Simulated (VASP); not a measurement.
Wanted: the native input for a VASP 6.6.1 run.

```
Task                   : single point
Functional             : PBEsol
Potentials or basis    : VASP PAW PBE potentials, release 64 (Cr_pv)
Cutoff                 : 520 eV
k mesh                 : 24 × 24 × 24
Occupations            : gaussian, width 0.15 eV
Spin                   : no spin polarisation
Dipole correction      : no
Further INCAR settings : ALGO = Fast; EDIFF = 1e-06; NBANDS = 12
```

The structure of Cr lies in POSCAR:

```
Cr
1.0
   -1.5140475000      1.5140475000      1.3698525000
    1.5140475000     -1.5140475000      1.3698525000
    1.5140475000      1.5140475000     -1.3698525000
Cr
1
Direct
    0.0000000000      0.0000000000      0.0000000000
```

This cell differs from its parent crystal: strain +0.050 along x and y, -0.050 along z.

These files were run (other wordings do the same):

INCAR

```
PREC = Accurate ; ENCUT = 520
EDIFF = 1E-6 ; ISMEAR = 0
SIGMA = 0.15 ; LREAL = F
LASPH = T ; NELM = 80
ALGO = Fast ; ISIF = 2
LWAVE = F ; LCHARG = T
GGA = PS ; LELF = T
LVHAR = T ; NBANDS = 12
```

KPOINTS

```
regular mesh
0
Gamma
  24 24 24
```

Potentials or basis: VASP PAW PBE potentials, release 64 (Cr_pv).

Launch:

```console
$ cat potpaw_PBE.64/Cr_pv/POTCAR > POTCAR
$ mpirun -np 1 vasp_std > vasp.out
```

It gave:

* Pressure: -25.0 GPa
* Band gap on the k mesh: zero (band 6 reaches 11.84 eV, above the bottom of band 7 at 8.93 eV)

Caveat: the cell differs from its parent crystal (strain +0.050 along x and y, -0.050 along z); the PAW data sets were made with another functional, which shifts forces and pressure a little; the run has no spin polarisation, though such a crystal can be magnetic.

Wall time 77 s on 1 thread of Intel(R) Xeon(R) Platinum 8488C (Sapphire Rapids), with other jobs on the host, peak memory 0.25 GiB.
